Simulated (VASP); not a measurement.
# Si2Ni (Fm-3m) in VASP: notebook, part 3 of 3

VASP 6.6.1. Earlier steps stand in the parts before.

### Step 5. Single point, PBEsol (volume scaled by 1.03)

INCAR reads:

```
SYSTEM = Si2Ni
  PREC = Accurate
  ENCUT = 520
  EDIFF = 1E-7
  ISMEAR = 0
  SIGMA = 0.1
  LREAL = .FALSE.
  LASPH = .TRUE.
  NELM = 100
  ALGO = Normal
  ISIF = 2
  LWAVE = .FALSE.
  LCHARG = .FALSE.
  GGA = PS
  NBANDS = 16
```

KPOINTS reads:

```
Automatic mesh
0
G
  14 14 14
  0 0 0
```

POSCAR reads:

```
Si2Ni
1.0
    0.0000000000      2.7223625370      2.7223625370
    2.7223625370      0.0000000000      2.7223625370
    2.7223625370      2.7223625370      0.0000000000
Si Ni
2 1
Direct
    0.2500000000      0.2500000000      0.2500000000
    0.7500000000      0.7500000000      0.7500000000
    0.0000000000      0.0000000000      0.0000000000
```

Potentials or basis: VASP PAW PBE potentials, release 64 (Si, Ni).

Launch:

```console
cat potpaw_PBE.64/Si/POTCAR potpaw_PBE.64/Ni/POTCAR > POTCAR
mpirun -np 1 vasp_std > vasp.out
```

OUTCAR:

```text
SYSTEM = Si2Ni
   PREC = Accurate
   ENCUT = 520
   EDIFF = 1E-7
   ISMEAR = 0
   LREAL = .FALSE.
   LASPH = .TRUE.
   NELM = 100
   ISIF = 2
   GGA = PS

 ion  position               nearest neighbor table
   1  0.250  0.250  0.250-   3 2.36   3 2.36   3 2.36   3 2.36   2 2.72   2 2.72   2 2.72   2 2.72
                             2 2.72   2 2.72
   2  0.750  0.750  0.750-   3 2.36   3 2.36   3 2.36   3 2.36   1 2.72   1 2.72   1 2.72   1 2.72
                             1 2.72   1 2.72
   3  0.000  0.000  0.000-   2 2.36   2 2.36   2 2.36   1 2.36   1 2.36   1 2.36   2 2.36   1 2.36

  LATTYP: Found a face centered cubic cell.
 ALAT       =     5.4447250740

  Lattice vectors:

 A1 = (   0.0000000000,   2.7223625370,   2.7223625370)
 A2 = (   2.7223625370,   0.0000000000,   2.7223625370)
 A3 = (   2.7223625370,   2.7223625370,   0.0000000000)

Analysis of symmetry for initial positions (statically):
=====================================================================
 Subroutine PRICEL returns:
 Original cell was already a primitive cell.

 Routine SETGRP: Setting up the symmetry group for a
 face centered cubic supercell.

 Subroutine GETGRP returns: Found 48 space group operations
 (whereof 48 operations were pure point group operations)
 out of a pool of 48 trial point group operations.

The static configuration has the point symmetry O_h .

Analysis of symmetry for dynamics (positions and initial velocities):
=====================================================================
 Subroutine PRICEL returns:
 Original cell was already a primitive cell.

 Routine SETGRP: Setting up the symmetry group for a
 face centered cubic supercell.

 Subroutine GETGRP returns: Found 48 space group operations
 (whereof 48 operations were pure point group operations)
 out of a pool of 48 trial point group operations.

The dynamic configuration has the point symmetry O_h .

 Subroutine INISYM returns: Found 48 space group operations
 (whereof 48 operations are pure point group operations),
 and found     1 'primitive' translations

----------------------------------------------------------------------------------------

                                     Primitive cell

  volume of cell :      40.3523

  direct lattice vectors                    reciprocal lattice vectors
     0.000000000  2.722362537  2.722362537    -0.183664003  0.183664003  0.183664003
     2.722362537  0.000000000  2.722362537     0.183664003 -0.183664003  0.183664003
     2.722362537  2.722362537  0.000000000     0.183664003  0.183664003 -0.183664003

  length of vectors
     3.850002022  3.850002022  3.850002022     0.318115384  0.318115384  0.318115384

  position of ions in fractional coordinates (direct lattice)
     0.250000000  0.250000000  0.250000000
     0.750000000  0.750000000  0.750000000
     0.000000000  0.000000000  0.000000000

  ion indices of the primitive-cell ions
   primitive index   ion index
                 1           1
                 2           2
                 3           3

----------------------------------------------------------------------------------------

 KPOINTS: Automatic mesh

Automatic generation of k-mesh.
 Grid dimensions read from file:
 generate k-points for:   14   14   14

 Generating k-lattice:

  Cartesian coordinates                     Fractional coordinates (reciprocal lattice)
    -0.013118857  0.013118857  0.013118857     0.071428571  0.000000000  0.000000000
     0.013118857 -0.013118857  0.013118857     0.000000000  0.071428571  0.000000000
     0.013118857  0.013118857 -0.013118857     0.000000000  0.000000000  0.071428571

  Length of vectors
     0.022722527  0.022722527  0.022722527

  Shift w.r.t. Gamma in fractional coordinates (k-lattice)
     0.000000000  0.000000000  0.000000000

 Subroutine IBZKPT returns following result:
 ===========================================

 Found    104 irreducible k-points:

 Following reciprocal coordinates:
            Coordinates               Weight
  0.000000  0.000000  0.000000      1.000000
  0.071429  0.000000  0.000000      8.000000
  0.142857  0.000000  0.000000      8.000000
  0.214286  0.000000  0.000000      8.000000
  0.285714  0.000000  0.000000      8.000000
  0.357143  0.000000  0.000000      8.000000
[... 16 lines left out ...]
  0.214286  0.142857  0.000000     24.000000
  0.285714  0.142857  0.000000     24.000000
 [... further k-points ...]
   k-points           NKPTS =    104   k-points in BZ     NKDIM =    104   number of bands    NBANDS=     16
   number of dos      NEDOS =    301   number of ions     NIONS =      3
   total plane-waves  NPLWV =  27000
   dimension x,y,z NGX =    30 NGY =   30 NGZ =   30
   dimension x,y,z NGXF=    60 NGYF=   60 NGZF=   60
   ions per type =               2   1
   NGX,Y,Z   is equivalent  to a cutoff of  12.95, 12.95, 12.95 a.u.
   NGXF,Y,Z  is equivalent  to a cutoff of  25.91, 25.91, 25.91 a.u.
 SYSTEM =  Si2Ni
   PREC   = accura    normal or accurate (medium, high low for compatibility)
   ISTART =      0    job   : 0-new  1-cont  2-samecut
   ICHARG =      2    charge: 1-file 2-atom 10-const
   ISPIN  =      1    spin polarized calculation?
   LNONCOLLINEAR =      F non collinear calculations
   LSORBIT =      F    spin-orbit coupling
   LASPH  =      T    aspherical Exc in radial PAW
   ENCUT  =  520.0 eV  38.22 Ry    6.18 a.u.   7.16  7.16  7.16*2*pi/ulx,y,z
   NELM   =    100;   NELMIN=  2; NELMDL= -5     # of ELM steps
   EDIFF  = 0.1E-06   stopping-criterion for ELM
   LREAL  =      F    real-space projection
   EDIFFG = 0.1E-05   stopping-criterion for IOM
   NSW    =      0    number of steps for IOM
   IBRION =     -1    ionic relax: 0-MD 1-quasi-New 2-CG
   NFREE  =      0    steps in history (QN), initial steepest desc. (CG)
   ISIF   =      2    stress and relaxation
   ISYM   =      2    0-nonsym 1-usesym 2-fastsym
   POTIM  = 0.5000    time-step for ionic-motion
   TEBEG  =    0.0;   TEEND  =   0.0 temperature during run
   PSTRESS=    0.0 pullay stress
   NELECT =      18.0000    total number of electrons
   NUPDOWN=      -1.0000    fix difference up-down
   EMIN   =  10.00;   EMAX   =-10.00  energy-range for DOS
   EFERMI =   0.00;   METHOD = LEGACY
   ISMEAR =     0;   SIGMA  =   0.10  broadening in eV -4-tet -1-fermi 0-gaus
   EFERMI_NEDOS =   21; number of points for ismear=-14 and -15
   IALGO  =     38    algorithm
   IMIX   =      4    mixing-type and parameters
     AMIX     =   0.40;   BMIX     =  1.00
     AMIX_MAG =   1.60;   BMIX_MAG =  1.00
  volume/ion in A,a.u.               =      13.45        90.77
  Fermi-wavevector in a.u.,A,eV,Ry     =   1.250863  2.363788 21.288464  1.564658
  Thomas-Fermi vector in A             =   2.384837
   LORBIT       =      0    0 simple, 1 ext, 2 COOP (PROOUT), +10 PAW based schemes
   GGA     = PS    functional components
   LHFCALC =     F    Hartree Fock is set to
   AEXX    =    0.0000 exact exchange contribution
   IVDW    =     0    specifies the selected vdW correction
   LEPSILON=     F    determine dielectric tensor
   LRPA    =     F    only Hartree local field effects (RPA)
 non-spin polarized calculation
 Gauss-broadening in eV      SIGMA  =   0.10
  energy-cutoff  :      520.00
  volume of cell :       40.35
 maximum number of plane-waves:      1106
 NGX is ok and might be reduce to    30
   NGX = 15   NGY = 15   NGZ = 15

 number of electron      17.9999991 magnetization

 Free energy of the ion-electron system (eV)
  ---------------------------------------------------
  ext. energy  EPLUGINS =         0.00000000
  ---------------------------------------------------
  free energy    TOTEN  =       -18.96829126 eV

  energy without entropy =      -18.96419799  energy(sigma->0) =      -18.96624462

 E-fermi :  10.0666     XC(G=0): -11.6008

 val. band max:        9.9846288805   @ k =   0.4286   0.2857   0.0000
 cond. band min:      10.0857526569   @ k =  -0.0714   0.0714   0.0000
 fundamental gap:      0.1011237764
 Fermi energy:        10.0665846990

 k-point     1 :       0.0000    0.0000    0.0000
  band No.  band energies     occupation
      1      -3.6023      2.00000
      2       4.9759      2.00000
      3       4.9759      2.00000
      4       4.9759      2.00000
      5       6.6512      2.00000
      6       6.6512      2.00000
[... 433 lines left out ...]
      3       5.1315      2.00000
      4       5.1748      2.00000
      5       6.1265      2.00000
      6       6.7764      2.00000
[... 8 lines left out ...]
     15      17.0729      0.00000
     16      17.2798      0.00000

 [... further k-points ...]

------------------------ aborting loop because EDIFF is reached ----------------------------------------

  FORCE on cell =-STRESS in cart. coord.  units (eV):
  Direction    XX          YY          ZZ          XY          YZ          ZX
  --------------------------------------------------------------------------------------
  -------------------------------------------------------------------------------------
  Total       -1.0759086     -1.0759086     -1.0759086      0.0000000      0.0000000      0.0000000
  in kB      -42.7187059    -42.7187059    -42.7187059      0.0000000      0.0000000      0.0000000
  external PRESSURE =     -42.7187059 kB  Pullay stress =       0.0000000 kB

 VOLUME and BASIS-vectors are now :
 -----------------------------------------------------------------------------
  energy-cutoff  :      520.00
  volume of cell :       40.35
      direct lattice vectors                 reciprocal lattice vectors
     0.000000000  2.722362537  2.722362537    -0.183664003  0.183664003  0.183664003
     2.722362537  0.000000000  2.722362537     0.183664003 -0.183664003  0.183664003
     2.722362537  2.722362537  0.000000000     0.183664003  0.183664003 -0.183664003

 POSITION                                       TOTAL-FORCE (eV/Angst)
 -----------------------------------------------------------------------------------
      1.36118      1.36118      1.36118         0.000000      0.000000     -0.000000
      4.08354      4.08354      4.08354        -0.000000     -0.000000      0.000000
      0.00000      0.00000      0.00000        -0.000000     -0.000000      0.000000
 -----------------------------------------------------------------------------------
    total drift:                                0.000000     -0.000000     -0.000000

  FREE ENERGIE OF THE ION-ELECTRON SYSTEM (eV)
  ---------------------------------------------------
  free  energy   TOTEN  =       -18.9682912581 eV

  energy  without entropy=      -18.9641979893  energy(sigma->0) =      -18.96624462
```

OSZICAR:

```text
N       E                     dE             d eps       ncg     rms          rms(c)
DAV:   1     0.610197478749E+02    0.61020E+02   -0.76428E+03  3344   0.113E+03
DAV:   2    -0.179184296263E+02   -0.78938E+02   -0.72129E+02  3632   0.211E+02
DAV:   3    -0.211610471559E+02   -0.32426E+01   -0.31839E+01  4416   0.465E+01
DAV:   4    -0.212116231462E+02   -0.50576E-01   -0.50560E-01  3808   0.553E+00
DAV:   5    -0.212129642976E+02   -0.13412E-02   -0.13411E-02  4432   0.958E-01    0.170E+01
DAV:   6    -0.265499423607E+02   -0.53370E+01   -0.45710E+01  3416   0.156E+02    0.263E+01
DAV:   7    -0.191659880979E+02    0.73840E+01   -0.13523E+01  4168   0.956E+01    0.410E+00
DAV:   8    -0.190101139804E+02    0.15587E+00   -0.18123E+00  4416   0.218E+01    0.253E+00
DAV:   9    -0.189701143903E+02    0.40000E-01   -0.25782E-01  4128   0.797E+00    0.623E-01
DAV:  10    -0.189685362064E+02    0.15782E-02   -0.72686E-03  4944   0.143E+00    0.326E-01
DAV:  11    -0.189682789456E+02    0.25726E-03   -0.83755E-04  4512   0.356E-01    0.401E-02
DAV:  12    -0.189682931356E+02   -0.14190E-04   -0.56447E-05  4024   0.518E-02    0.250E-02
DAV:  13    -0.189682910204E+02    0.21152E-05   -0.11415E-05  4096   0.715E-02    0.735E-03
DAV:  14    -0.189682912760E+02   -0.25560E-06   -0.10290E-06  3928   0.680E-03    0.319E-03
DAV:  15    -0.189682912581E+02    0.17884E-07   -0.11866E-07  2592   0.858E-03
   1 F= -.18968291E+02 E0= -.18966245E+02  d E =-.409327E-02
```

Wall time 54 s (1 thread of AMD EPYC 9R45 (Zen 5), shared host); peak memory 0.18 GiB.

Results:

```yaml
Free_energy: -18.9683 eV
Pressure: -4.3 GPa
Band_gap_on_the_k_mesh: zero (band 9 reaches 11.74 eV, above the bottom of band 10 at 9.59 eV)
```

Caveat: the PAW data sets were made with another functional, which shifts forces and pressure a little.

### Step 6. Single point, PBEsol (volume scaled by 1.06)

INCAR: that of step 5 with these lines changed.

```diff
@@ -3,3 +3,3 @@
   ENCUT = 520
-  EDIFF = 1E-7
+  EDIFF = 1E-6
   ISMEAR = 0
@@ -8,3 +8,3 @@
   LASPH = .TRUE.
-  NELM = 100
+  NELM = 80
   ALGO = Normal
```

KPOINTS reads:

```
regular mesh
0
G
  14 14 14
  0 0 0
```

POSCAR reads:

```
Si2Ni
1.0
    0.0000000000      2.7485407058      2.7485407058
    2.7485407058      0.0000000000      2.7485407058
    2.7485407058      2.7485407058      0.0000000000
Si Ni
2 1
Direct
    0.2500000000      0.2500000000      0.2500000000
    0.7500000000      0.7500000000      0.7500000000
    0.0000000000      0.0000000000      0.0000000000
```

Potentials or basis: VASP PAW PBE potentials, release 64 (Si, Ni).

Launch:

```console
cat potpaw_PBE.64/Si/POTCAR potpaw_PBE.64/Ni/POTCAR > POTCAR
mpirun -np 1 vasp_std > vasp.out
```

Wall time 51 s (1 thread of AMD EPYC 9R45 (Zen 5), shared host); peak memory 0.18 GiB.

It converged, with:

* Free energy: -18.9230 eV
* Pressure: -8.1 GPa
* Band gap on the k mesh: zero (band 9 reaches 11.29 eV, above the bottom of band 10 at 9.10 eV)

Levels at points of the mesh, in eV from the Fermi level:
| k point | band 7 | band 8 | band 9 | band 10 | band 11 | band 12 |
| --- | --- | --- | --- | --- | --- | --- |
| (0.00, 0.00, 0.00) | -0.63 | 1.67 | 1.67 | 1.67 | 2.35 | 2.35 |
| (0.50, 0.00, 0.00) | -3.07 | -1.29 | -1.29 | 1.68 | 1.81 | 1.81 |
| (0.50, 0.50, 0.00) | -3.34 | -3.18 | -2.86 | -0.46 | 1.47 | 7.80 |

Caveat: the PAW data sets were made with another functional, which shifts forces and pressure a little.

### Step 7. Summary

```csv
cell,gap on the mesh (eV),pressure (GPa)
"a = 3.734 Å, angles 60.0°, 3 atoms",none,11.2
"a = 3.774 Å, angles 60.0°, 3 atoms",none,5.2
"a = 3.812 Å, angles 60.0°, 3 atoms",none,0.1
"a = 3.850 Å, angles 60.0°, 3 atoms",none,-4.3
"a = 3.887 Å, angles 60.0°, 3 atoms",none,-8.1
```

Alike in all rows: task single point; level PBEsol; potentials or basis VASP PAW PBE potentials, release 64 (Si, Ni); no spin polarisation; k mesh 14 × 14 × 14; cutoff (eV) 520; smearing gaussian 0.1 eV.

Caveats: the PAW data sets were made with another functional, which shifts forces and pressure a little.

Total energies depend on the potentials used, so only differences within one code and one set of settings carry meaning.
